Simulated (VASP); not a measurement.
A run of VASP 6.6.1 is set up as follows.

File INCAR:

```
PREC = Accurate
ENCUT = 520
EDIFF = 1E-6
ISMEAR = 1
SIGMA = 0.1
LREAL = False
LASPH = True
NELM = 150
ALGO = Normal
ISIF = 2
LWAVE = False
LCHARG = False
LNONCOLLINEAR = True
MAGMOM = 0 0 0 0 0 0
LORBIT = 11
LSORBIT = True
GGA_COMPAT = False
LORBMOM = True
LMAXMIX = 4
GGA = PS
NBANDS = 32
```

The input KPOINTS:

```
Automatic mesh
0
Gamma
  20 20 11
```

File POSCAR:

```
Hf
1.0
    3.1590465010      0.0000000000      0.0000000000
   -1.5795232500      2.7358145220      0.0000000000
    0.0000000000      0.0000000000      4.9993653010
Hf
2
Direct
    0.0000000000      0.0000000000      0.0000000000
    0.3333333333      0.6666666667      0.5000000000
```

Potentials or basis: VASP PAW PBE potentials, release 64 (Hf_pv).

Command:

```bash
$ cat potpaw_PBE.64/Hf_pv/POTCAR > POTCAR
$ mpirun -np 1 vasp_ncl > vasp.out
```

Q: What does it give for the net moment?

A: 0.00 μB per cell.

Q: Estimate the pressure.

A: -0.8 GPa.

Moments on the atoms (μB; x, y, z):
```
Hf  0.00 0.00 0.00
Hf  0.00 0.00 0.00
```

Caveat: the PAW data sets were made with another functional, which shifts forces and pressure a little.
